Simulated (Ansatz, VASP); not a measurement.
# LiReS2: VASP beside Ansatz

```
Li Re S
1.0
     1.80728    1.04343    5.70252
    -1.80728    1.04343    5.70252
     0.00000   -2.08686    5.70252
Li Re S
1 1 2
Direct
  0.00000 0.00000 0.00000
  0.50000 0.50000 0.50000
  0.23883 0.23883 0.23883
  0.76117 0.76117 0.76117
```

Alike in both runs: functional PBE; k mesh 6 × 6 × 6; occupations gaussian, width 0.1 eV; no spin polarisation.

Ansatz relaxed the structure, and its values are those at the end. VASP's run is a single point on that final structure, the one shown.

|  | VASP | Ansatz |
| --- | --- | --- |
| version | VASP 6.6.1 | Ansatz 0.2.0 |
| potentials or method | VASP PAW PBE potentials, release 64 (Li_sv, Re, S), cutoff 520 eV | scalar-relativistic, plane waves, PAW |
| valence electrons in the cell | 22 | 30 |

|  | VASP | Ansatz | Ansatz less VASP |
| --- | --- | --- | --- |
| gap on the k mesh at the Fermi level (eV) | none | none | - |
| rms of the force components (eV/Å) | 0.028 | 0.003 | -0.0251 |

A gap of «none» marks a metal or a gap that the smearing closes. The functional is the same, so the differences come from potentials, cutoffs and numerics. VASP's potentials hold 22 valence electrons a cell and Ansatz's 30, so a difference there can come from the potentials and not from the codes.

Neither program's run includes spin-orbit coupling. Noted on VASP's run: the cutoff is under 1.25 times that of the potentials, so the pressure is a little rough.
